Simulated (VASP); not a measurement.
A run of VASP 6.6.1 is set up as follows.

POSCAR

```
LiW
1.0
    0.0000000000      3.1357540000      3.1357540000
    3.1357540000      0.0000000000      3.1357540000
    3.1357540000      3.1357540000      0.0000000000
Li W
2 2
Direct
    0.0000000000      0.0000000000      0.0000000000
    0.2500000000      0.2500000000      0.2500000000
    0.5000000000      0.5000000000      0.5000000000
    0.7500000000      0.7500000000      0.7500000000
```

File INCAR.step1:

```
SYSTEM = LiW
PREC     = Accurate       ! precision mode
ENCUT    = 600            ! plane-wave cutoff, eV
ISMEAR   = 0              ! smearing method
SIGMA    = 0.0753         ! smearing width, eV
LREAL    = .FALSE.        ! projectors in reciprocal space
LASPH    = .TRUE.         ! aspherical terms in the spheres
NELM     = 100            ! most SCF steps
GGA      = PE             ! functional
ALGO     = Normal         ! electronic algorithm
EDIFF    = 1E-4           ! SCF threshold, eV
LWAVE    = .TRUE.         ! write WAVECAR
LCHARG   = .FALSE.        ! write CHGCAR
```

File INCAR.step2:

```
SYSTEM = LiW
PREC     = Accurate       ! precision mode
ENCUT    = 600            ! plane-wave cutoff, eV
EDIFF    = 1E-7           ! SCF threshold, eV
ISMEAR   = 0              ! smearing method
SIGMA    = 0.0753         ! smearing width, eV
LREAL    = .FALSE.        ! projectors in reciprocal space
LASPH    = .TRUE.         ! aspherical terms in the spheres
NELM     = 100            ! most SCF steps
ALGO     = Normal         ! electronic algorithm
ISIF     = 3              ! what is computed and relaxed
LWAVE    = .FALSE.        ! write WAVECAR
LCHARG   = .FALSE.        ! write CHGCAR
METAGGA  = R2SCAN         ! meta-GGA
LMIXTAU  = .TRUE.       
IVDW     = 13             ! dispersion correction
VDW_S6   = 1.0          
VDW_S8   = 0.6018749    
VDW_A1   = 0.51559235   
VDW_A2   = 5.77342911   
IBRION   = 2              ! ionic algorithm
NSW      = 60             ! ionic steps
EDIFFG   = -0.01          ! ionic threshold
ISTART   = 1
```

KPOINTS

```
regular mesh
0
G
  5 5 5
  0 0 0
```

Potentials or basis: VASP PAW PBE potentials, release 64 (Li_sv, W_sv).

Run with:

```console
$ cat potpaw_PBE.64/Li_sv/POTCAR potpaw_PBE.64/W_sv/POTCAR > POTCAR
$ cp INCAR.step1 INCAR
$ mpirun -np 1 vasp_std > vasp.out
$ cp INCAR.step2 INCAR
$ mpirun -np 1 vasp_std > vasp.out
```

Problem. Estimate the dispersion energy per atom.

Solution. -0.093 eV.

Problem. What does it give for the space group after relaxing (to 0.05 Å)?

Solution. Fd-3m (No. 227).

Problem. Predict the relaxed cell.

Solution. a = 4.365 Å, b = 4.365 Å, c = 4.365 Å, α = 60.00°, β = 60.00°, γ = 60.00°.

Final structure:
```xyz
4
Lattice="0.0000 3.0867 3.0867 3.0867 0.0000 3.0867 3.0867 3.0867 0.0000" Properties=species:S:1:pos:R:3 pbc="T T T"
Li    0.0000    0.0000    0.0000
Li    1.5433    1.5433    1.5433
W     3.0867    3.0867    3.0867
W     4.6300    4.6300    4.6300
```
